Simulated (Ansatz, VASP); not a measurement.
## One calculation of Tl2S, two programs

```xyz
3
Lattice="4.0500 0.0000 0.0000 -2.0250 3.5074 0.0000 0.0000 0.0000 6.0633" Properties=species:S:1:pos:R:3 pbc="T T T"
Tl    0.0000    2.3383    4.4008
Tl    2.0250    1.1691    1.6626
S     0.0000    0.0000    0.0000
```

Alike in both runs: task single point; functional LDA; k mesh 6 × 6 × 4; occupations gaussian, width 0.1 eV; no spin polarisation.

|  | VASP | Ansatz |
| --- | --- | --- |
| version | VASP 6.6.1 | Ansatz 0.2.0 |
| potentials or method | VASP PAW LDA potentials, release 64 (Tl_d, S), cutoff 520 eV | scalar-relativistic, plane waves, PAW |
| valence electrons in the cell | 32 | 32 |

Ansatz gave:

```
gap on the k mesh at the Fermi level (eV)                     : none
pressure (GPa)                                                : -1.0
traceless stress, the component that is largest in VASP (GPa) : -0.57
rms of the force components (eV/Å)                            : 0.022
```

Question: What did VASP give for the same quantities?

Answer: gap on the k mesh at the Fermi level (eV): none; pressure (GPa): -1.0; traceless stress, the component that is largest in VASP (GPa): -0.55; rms of the force components (eV/Å): 0.014.

LDA's correlation is that of Perdew and Zunger in VASP and of Perdew and Wang (1992) in Ansatz. Atom by atom the forces differ by 0.008 eV/Å (rms over components). A gap of «none» marks a metal or a gap that the smearing closes.

Spin-orbit coupling is off throughout.
